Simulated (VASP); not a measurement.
A run of VASP 6.6.1 is set up as follows.

Contents of POSCAR:

```
AlN
1.0
    3.1109999993      0.0000000000      0.0000000000
   -1.5554999997      2.6942050306      0.0000000000
    0.0000000000      0.0000000000      4.9511140000
Al N
2 2
Direct
    0.3333333333      0.6666666667     -0.0004426043
    0.6666666667      0.3333333333      0.4995573957
    0.3333333333      0.6666666667      0.3824426043
    0.6666666667      0.3333333333      0.8824426043
```

INCAR.step1

```
  PREC = Accurate
  ENCUT = 520
  ISMEAR = 0
  SIGMA = 0.03
  LREAL = F
  LASPH = T
  NELM = 80
  NBANDS = 16
  GGA = PE
  ALGO = Normal
  EDIFF = 1E-4
  LWAVE = T
  LCHARG = F
```

File INCAR.step2:

```
  PREC = Accurate
  ENCUT = 520
  EDIFF = 1E-6
  ISMEAR = 0
  SIGMA = 0.03
  LREAL = F
  LASPH = T
  NELM = 80
  ALGO = Normal
  ISIF = 2
  LWAVE = F
  LCHARG = F
  METAGGA = R2SCAN
  LMIXTAU = T
  NBANDS = 16
  ISTART = 1
```

KPOINTS

```
Automatic mesh
0
Gamma
  8 8 5
```

Potentials or basis: VASP PAW PBE potentials, release 64 (Al, N).

The run is started by

```bash
$ cat potpaw_PBE.64/Al/POTCAR potpaw_PBE.64/N/POTCAR > POTCAR
$ cp INCAR.step1 INCAR
$ mpirun -np 1 vasp_std > vasp.out
$ cp INCAR.step2 INCAR
$ mpirun -np 1 vasp_std > vasp.out
```

Q: Predict the band gap on the k mesh.

A: 4.91 eV, direct.

Q: Predict the pressure.

A: 0.1 GPa.

Stress tensor (GPa, compression positive):
```
-0.57  0.00  0.00
 0.00 -0.57  0.00
 0.00  0.00  1.45
```

Caveat: the PAW data sets were made with another functional, which shifts forces and pressure a little. r2SCAN opens gaps a little over a GGA but as a rule still falls short of measured ones.
